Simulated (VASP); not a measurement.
# NaI (Fm-3m) in VASP: further runs

The runs below take NaI through relaxation of the atoms, with r2SCAN.

All numbers are computed with VASP 6.6.1; they aren't measurements. Logs are shortened: lines on timing, memory, paths and dates and some standing lists are left out, and cuts for length are marked.

## (1) The cell of the first run

Symmetry: Fm-3m, No. 225, cubic system. Conventional cell: a = 6.552 Å, b = 6.552 Å, c = 6.552 Å, α = 90.00°, β = 90.00°, γ = 90.00°. Within 4.3 Å of Na (site symmetry m-3m) lie 6 I at 3.28 Å. Within 4.3 Å of I (site symmetry m-3m) lie 6 Na at 3.28 Å.

## (2) Relaxation of the atoms, r2SCAN

POSCAR

```
NaI
1.0
    0.0000000000      3.2759942800      3.2759942800
    3.2759942800      0.0000000000      3.2759942800
    3.2759942800      3.2759942800      0.0000000000
Na I
1 1
Direct
    0.0000000000      0.0000000000      0.0000000000
    0.5000000000      0.5000000000      0.5000000000
```

INCAR.step1

```
ALGO = Normal
EDIFF = 1E-4
ENCUT = 520
GGA = PE
ISMEAR = -1
LASPH = T
LCHARG = F
LREAL = F
LWAVE = T
NELM = 60
PREC = Accurate
SIGMA = 0.02
```

INCAR.step2

```
ALGO = Normal
EDIFF = 1E-6
EDIFFG = -0.01
ENCUT = 520
IBRION = 2
ISIF = 2
ISMEAR = -1
ISTART = 1
LASPH = T
LCHARG = F
LMIXTAU = T
LREAL = F
LWAVE = F
METAGGA = R2SCAN
NELM = 60
NSW = 50
PREC = Accurate
SIGMA = 0.02
```

KPOINTS

```
k-points
0
Gamma
  8 8 8
```

Potentials or basis: VASP PAW PBE potentials, release 64 (Na_pv, I).

The run is started by

```bash
$ cat potpaw_PBE.64/Na_pv/POTCAR potpaw_PBE.64/I/POTCAR > POTCAR
$ cp INCAR.step1 INCAR
$ mpirun -np 1 vasp_std > vasp.out
$ cp INCAR.step2 INCAR
$ mpirun -np 1 vasp_std > vasp.out
```

OUTCAR:

```text
EDIFF = 1E-6
   EDIFFG = -0.01
   ENCUT = 520
   IBRION = 2
   ISIF = 2
   ISMEAR = -1
   ISTART = 1
   LASPH = T
   LREAL = F
   METAGGA = R2SCAN
   NELM = 60
   NSW = 50
   PREC = Accurate

 ion  position               nearest neighbor table
   1  0.000  0.000  0.000-
   2  0.500  0.500  0.500-

  LATTYP: Found a face centered cubic cell.
 ALAT       =     6.5519885600

  Lattice vectors:

 A1 = (   0.0000000000,   3.2759942800,   3.2759942800)
 A2 = (   3.2759942800,   0.0000000000,   3.2759942800)
 A3 = (   3.2759942800,   3.2759942800,   0.0000000000)

Analysis of symmetry for initial positions (statically):
=====================================================================
 Subroutine PRICEL returns:
 Original cell was already a primitive cell.

 Routine SETGRP: Setting up the symmetry group for a
 face centered cubic supercell.

 Subroutine GETGRP returns: Found 48 space group operations
 (whereof 48 operations were pure point group operations)
 out of a pool of 48 trial point group operations.

The static configuration has the point symmetry O_h .

Analysis of symmetry for dynamics (positions and initial velocities):
=====================================================================
 Subroutine PRICEL returns:
 Original cell was already a primitive cell.

 Routine SETGRP: Setting up the symmetry group for a
 face centered cubic supercell.

 Subroutine GETGRP returns: Found 48 space group operations
 (whereof 48 operations were pure point group operations)
 out of a pool of 48 trial point group operations.

The dynamic configuration has the point symmetry O_h .

 Subroutine INISYM returns: Found 48 space group operations
 (whereof 48 operations are pure point group operations),
 and found     1 'primitive' translations

----------------------------------------------------------------------------------------

                                     Primitive cell

  volume of cell :      70.3168

  direct lattice vectors                    reciprocal lattice vectors
     0.000000000  3.275994280  3.275994280    -0.152625419  0.152625419  0.152625419
     3.275994280  0.000000000  3.275994280     0.152625419 -0.152625419  0.152625419
     3.275994280  3.275994280  0.000000000     0.152625419  0.152625419 -0.152625419

  length of vectors
     4.632955541  4.632955541  4.632955541     0.264354980  0.264354980  0.264354980

  position of ions in fractional coordinates (direct lattice)
     0.000000000  0.000000000  0.000000000
     0.500000000  0.500000000  0.500000000

  ion indices of the primitive-cell ions
   primitive index   ion index
                 1           1
                 2           2

----------------------------------------------------------------------------------------

 KPOINTS: k-points

Automatic generation of k-mesh.
 Grid dimensions read from file:
 generate k-points for:    8    8    8

 Generating k-lattice:

  Cartesian coordinates                     Fractional coordinates (reciprocal lattice)
    -0.019078177  0.019078177  0.019078177     0.125000000  0.000000000  0.000000000
     0.019078177 -0.019078177  0.019078177     0.000000000  0.125000000  0.000000000
     0.019078177  0.019078177 -0.019078177     0.000000000  0.000000000  0.125000000

  Length of vectors
     0.033044373  0.033044373  0.033044373

  Shift w.r.t. Gamma in fractional coordinates (k-lattice)
     0.000000000  0.000000000  0.000000000

 Subroutine IBZKPT returns following result:
 ===========================================

 Found     29 irreducible k-points:

 Following reciprocal coordinates:
            Coordinates               Weight
  0.000000  0.000000  0.000000      1.000000
  0.125000  0.000000  0.000000      8.000000
  0.250000  0.000000  0.000000      8.000000
  0.375000  0.000000  0.000000      8.000000
  0.500000  0.000000  0.000000      4.000000
  0.125000  0.125000  0.000000      6.000000
[... 16 lines left out ...]
  0.500000  0.250000  0.125000     48.000000
 -0.375000  0.250000  0.125000     24.000000
 [... further k-points ...]
   k-points           NKPTS =     29   k-points in BZ     NKDIM =     29   number of bands    NBANDS=     11
   number of dos      NEDOS =    301   number of ions     NIONS =      2
   total plane-waves  NPLWV =  46656
   dimension x,y,z NGX =    36 NGY =   36 NGZ =   36
   dimension x,y,z NGXF=    72 NGYF=   72 NGZF=   72
   ions per type =               1   1
   NGX,Y,Z   is equivalent  to a cutoff of  12.92, 12.92, 12.92 a.u.
   NGXF,Y,Z  is equivalent  to a cutoff of  25.84, 25.84, 25.84 a.u.
 SYSTEM =  unknown system
   PREC   = accura    normal or accurate (medium, high low for compatibility)
   ISTART =      1    job   : 0-new  1-cont  2-samecut
   ICHARG =      0    charge: 1-file 2-atom 10-const
   ISPIN  =      1    spin polarized calculation?
   LNONCOLLINEAR =      F non collinear calculations
   LSORBIT =      F    spin-orbit coupling
   LASPH  =      T    aspherical Exc in radial PAW
   ENCUT  =  520.0 eV  38.22 Ry    6.18 a.u.   8.61  8.61  8.61*2*pi/ulx,y,z
   NELM   =     60;   NELMIN=  2; NELMDL=  0     # of ELM steps
   EDIFF  = 0.1E-05   stopping-criterion for ELM
   LREAL  =      F    real-space projection
   EDIFFG = -.1E-01   stopping-criterion for IOM
   NSW    =     50    number of steps for IOM
   IBRION =      2    ionic relax: 0-MD 1-quasi-New 2-CG
   NFREE  =      1    steps in history (QN), initial steepest desc. (CG)
   ISIF   =      2    stress and relaxation
   ISYM   =      2    0-nonsym 1-usesym 2-fastsym
   POTIM  = 0.5000    time-step for ionic-motion
   TEBEG  =    0.0;   TEEND  =   0.0 temperature during run
   PSTRESS=    0.0 pullay stress
   NELECT =      14.0000    total number of electrons
   NUPDOWN=      -1.0000    fix difference up-down
   EMIN   =  10.00;   EMAX   =-10.00  energy-range for DOS
   EFERMI =   0.00;   METHOD = LEGACY
   ISMEAR =    -1;   SIGMA  =   0.02  broadening in eV -4-tet -1-fermi 0-gaus
   EFERMI_NEDOS =   21; number of points for ismear=-14 and -15
   IALGO  =     38    algorithm
   IMIX   =      4    mixing-type and parameters
     AMIX     =   0.40;   BMIX     =  1.00
     AMIX_MAG =   1.60;   BMIX_MAG =  1.00
  volume/ion in A,a.u.               =      35.16       237.26
  Fermi-wavevector in a.u.,A,eV,Ry     =   0.955941  1.806466 12.433317  0.913823
  Thomas-Fermi vector in A             =   2.084824
   LORBIT       =      0    0 simple, 1 ext, 2 COOP (PROOUT), +10 PAW based schemes
   METAGGA = R2SCAN    functional components
   LHFCALC =     F    Hartree Fock is set to
   AEXX    =    0.0000 exact exchange contribution
   IVDW    =     0    specifies the selected vdW correction
   LEPSILON=     F    determine dielectric tensor
   LRPA    =     F    only Hartree local field effects (RPA)
 conjugate gradient relaxation of ions
 non-spin polarized calculation
  energy-cutoff  :      520.00
  volume of cell :       70.32
 maximum number of plane-waves:      1924
 NGX is ok and might be reduce to    36
   NGX = 17   NGY = 17   NGZ = 17

 number of electron      13.9999996 magnetization

 Free energy of the ion-electron system (eV)
  ---------------------------------------------------
  ext. energy  EPLUGINS =         0.00000000
  ---------------------------------------------------
  free energy    TOTEN  =       -31.07826576 eV

  energy without entropy =      -31.07826576  energy(sigma->0) =      -31.07826576

 E-fermi :   0.7114     XC(G=0):  -7.9136

 val. band max:        0.2320553101   @ k =   0.0000   0.0000   0.0000
 cond. band min:       4.5619057226   @ k =   0.0000   0.0000   0.0000
 fundamental gap:      4.3298504124
 Fermi energy:         0.7114149300

 k-point     1 :       0.0000    0.0000    0.0000
  band No.  band energies     occupation
      1     -23.0604      2.00000
      2     -23.0601      2.00000
      3     -23.0601      2.00000
      4     -11.0205      2.00000
      5       0.2321      2.00000
      6       0.2321      2.00000
      7       0.2321      2.00000
      8       4.5619      0.00000
      9       8.7049      0.00000
     10       8.7049      0.00000
     11       8.7049      0.00000

 k-point     2 :       0.1250    0.0000    0.0000
  band No.  band energies     occupation
      1     -23.0608      2.00000
      2     -23.0604      2.00000
      3     -23.0602      2.00000
      4     -10.9794      2.00000
      5      -0.1815      2.00000
      6       0.1889      2.00000
      7       0.1889      2.00000
      8       5.0457      0.00000
      9       8.3455      0.00000
     10       8.8609      0.00000
     11       8.8609      0.00000

 k-point     3 :       0.2500    0.0000    0.0000
  band No.  band energies     occupation
      1     -23.0622      2.00000
      2     -23.0605      2.00000
      3     -23.0602      2.00000
      4     -10.8767      2.00000
      5      -0.9636      2.00000
      6       0.0892      2.00000
      7       0.0892      2.00000
      8       5.7793      0.00000
      9       8.3025      0.00000
     10       8.7739      0.00000
     11       8.7740      0.00000

 k-point     4 :       0.3750    0.0000    0.0000
  band No.  band energies     occupation
      1     -23.0637      2.00000
      2     -23.0606      2.00000
      3     -23.0603      2.00000
      4     -10.7684      2.00000
      5      -1.5913      2.00000
      6      -0.0050      2.00000
      7      -0.0050      2.00000
      8       5.9370      0.00000
      9       8.4135      0.00000
     10       8.4136      0.00000
     11       9.1909      0.00000

 k-point     5 :       0.5000    0.0000    0.0000
  band No.  band energies     occupation
      1     -23.0643      2.00000
      2     -23.0606      2.00000
      3     -23.0604      2.00000
      4     -10.7218      2.00000
      5      -1.8249      2.00000
      6      -0.0426      2.00000
      7      -0.0426      2.00000
      8       5.9073      0.00000
      9       8.2690      0.00000
     10       8.2692      0.00000
     11       9.7276      0.00000
[... 211 lines left out ...]
 k-point    21 :       0.5000    0.5000    0.0000
  band No.  band energies     occupation
      1     -23.0633      2.00000
      2     -23.0616      2.00000
      3     -23.0614      2.00000
      4     -10.6458      2.00000
      5      -1.5852      2.00000
      6      -0.4788      2.00000
      7      -0.4788      2.00000
      8       5.4321      0.00000
      9       6.3147      0.00000
     10      10.7133      0.00000
     11      12.2927      0.00000

 k-point    22 :       0.3750    0.2500    0.1250
  band No.  band energies     occupation
      1     -23.0626      2.00000
      2     -23.0611      2.00000
      3     -23.0604      2.00000
      4     -10.8027      2.00000
      5      -1.1086      2.00000
      6      -0.3220      2.00000
      7      -0.0465      2.00000
      8       6.5521      0.00000
      9       7.4981      0.00000
     10       7.9888      0.00000
     11       9.5690      0.00000

 k-point    23 :       0.5000    0.2500    0.1250
  band No.  band energies     occupation
      1     -23.0633      2.00000
      2     -23.0615      2.00000
      3     -23.0606      2.00000
      4     -10.7172      2.00000
      5      -1.4319      2.00000
      6      -0.5570      2.00000
      7      -0.1682      2.00000
      8       6.8623      0.00000
      9       7.4439      0.00000
     10       8.1860      0.00000
     11       9.3246      0.00000

 k-point    24 :      -0.3750    0.2500    0.1250
  band No.  band energies     occupation
      1     -23.0636      2.00000
      2     -23.0615      2.00000
      3     -23.0608      2.00000
      4     -10.6807      2.00000
      5      -1.5660      2.00000
      6      -0.6312      2.00000
      7      -0.2313      2.00000
      8       6.9300      0.00000
      9       7.1863      0.00000
     10       9.0696      0.00000
     11       9.0935      0.00000

 [... further k-points ...]
[... 5 lines left out ...]
  --------------------------------------------------------------------------------------
  -------------------------------------------------------------------------------------
  Total       -0.3062200     -0.3062200     -0.3062200      0.0000000      0.0000000     -0.0000000
  in kB       -6.9772574     -6.9772574     -6.9772574      0.0000000      0.0000000     -0.0000000
  external PRESSURE =      -6.9772574 kB  Pullay stress =       0.0000000 kB

 VOLUME and BASIS-vectors are now :
 -----------------------------------------------------------------------------
  energy-cutoff  :      520.00
  volume of cell :       70.32
      direct lattice vectors                 reciprocal lattice vectors
     0.000000000  3.275994280  3.275994280    -0.152625419  0.152625419  0.152625419
     3.275994280  0.000000000  3.275994280     0.152625419 -0.152625419  0.152625419
     3.275994280  3.275994280  0.000000000     0.152625419  0.152625419 -0.152625419

 POSITION                                       TOTAL-FORCE (eV/Angst)
 -----------------------------------------------------------------------------------
      0.00000      0.00000      0.00000        -0.000000     -0.000000      0.000000
      3.27599      3.27599      3.27599         0.000000      0.000000     -0.000000
 -----------------------------------------------------------------------------------
    total drift:                                0.000000      0.000000      0.000000

  FREE ENERGIE OF THE ION-ELECTRON SYSTEM (eV)
  ---------------------------------------------------
  free  energy   TOTEN  =       -31.0782657611 eV

  energy  without entropy=      -31.0782657611  energy(sigma->0) =      -31.07826576

 reached required accuracy - stopping structural energy minimisation
```

It took 60 s on 1 thread of Intel Xeon Platinum 8488C (Sapphire Rapids), shared host; peak memory 0.21 GiB.

What came out:

| Property | Result |
| --- | --- |
| Free energy | -31.0783 eV |
| Pressure after relaxing | -0.7 GPa |
| Band gap on the k mesh | 4.33 eV |

Final structure:
```cif
data_structure
_symmetry_space_group_name_H-M 'P 1'
_symmetry_Int_Tables_number 1
_cell_length_a 4.6330
_cell_length_b 4.6330
_cell_length_c 4.6330
_cell_angle_alpha 60.000
_cell_angle_beta 60.000
_cell_angle_gamma 60.000
_cell_volume 70.32
loop_
_atom_site_label
_atom_site_type_symbol
_atom_site_fract_x
_atom_site_fract_y
_atom_site_fract_z
_atom_site_occupancy
Na1 Na 0.00000 0.00000 0.00000 1
I1 I 0.50000 0.50000 0.50000 1
```

Caveat: the relaxation stopped at its first step, so nothing moved; the PAW data sets were made with another functional, which shifts forces and pressure a little; spin-orbit coupling is left out, which moves the levels of the heavy elements. A k mesh can miss the band edges.

## (3) Relaxation of the atoms, r2SCAN

This run uses another cell than the first one, of 35.83 Å³/atom.

POSCAR

```
NaI
1.0
    0.0000000000      3.2968610500      3.2968610500
    3.2968610500      0.0000000000      3.2968610500
    3.2968610500      3.2968610500      0.0000000000
Na I
1 1
Direct
    0.0000000000      0.0000000000      0.0000000000
    0.5000000000      0.5000000000      0.5000000000
```

INCAR.step1

```
PREC = Accurate
ENCUT = 520
ISMEAR = -1
SIGMA = 0.02
LREAL = False
LASPH = True
NELM = 100
GGA = PE
ALGO = Normal
EDIFF = 1E-4
LWAVE = True
LCHARG = False
```

INCAR.step2

```
PREC = Accurate
ENCUT = 520
EDIFF = 1E-6
ISMEAR = -1
SIGMA = 0.02
LREAL = False
LASPH = True
NELM = 100
ALGO = Normal
ISIF = 2
LWAVE = False
LCHARG = False
METAGGA = R2SCAN
LMIXTAU = True
IBRION = 2
NSW = 50
EDIFFG = -0.01
ISTART = 1
```

KPOINTS

```
Automatic mesh
0
Gamma
  8 8 8
```

Potentials or basis: VASP PAW PBE potentials, release 64 (Na_pv, I).

The run is started by

```bash
$ cat potpaw_PBE.64/Na_pv/POTCAR potpaw_PBE.64/I/POTCAR > POTCAR
$ cp INCAR.step1 INCAR
$ mpirun -np 1 vasp_std > vasp.out
$ cp INCAR.step2 INCAR
$ mpirun -np 1 vasp_std > vasp.out
```

Run time: 59 s. Hardware: 1 thread of Intel Xeon Platinum 8488C (Sapphire Rapids), shared host; peak memory 0.21 GiB.

The run converged. Its results:

```yaml
Free_energy: -31.0712 eV
Pressure_after_relaxing: -1.0 GPa
Band_gap_on_the_k_mesh: 4.28 eV
```

Final structure:
```yaml
crystal:
  lattice:
    - [0.00000, 3.29686, 3.29686]
    - [3.29686, 0.00000, 3.29686]
    - [3.29686, 3.29686, 0.00000]
  atoms:
    - { symbol: Na, position: [0.00000, 0.00000, 0.00000] }
    - { symbol: I, position: [0.50000, 0.50000, 0.50000] }
```

Levels at points of the mesh, in eV from the valence-band top:
| k point | band 4 | band 5 | band 6 | band 7 | band 8 | band 9 | band 10 | band 11 |
| --- | --- | --- | --- | --- | --- | --- | --- | --- |
| (0.00, 0.00, 0.00) | -11.21 | 0.00 | 0.00 | 0.00 | 4.28 | 8.47 | 8.47 | 8.47 |
| (0.50, 0.00, 0.00) | -10.92 | -1.99 | -0.26 | -0.26 | 5.67 | 8.02 | 8.02 | 9.35 |
| (0.50, 0.50, 0.00) | -10.85 | -1.76 | -0.69 | -0.69 | 5.19 | 6.11 | 10.35 | 11.94 |

Caveat: the relaxation stopped at its first step, so nothing moved; the PAW data sets were made with another functional, which shifts forces and pressure a little; spin-orbit coupling is left out, which moves the levels of the heavy elements.
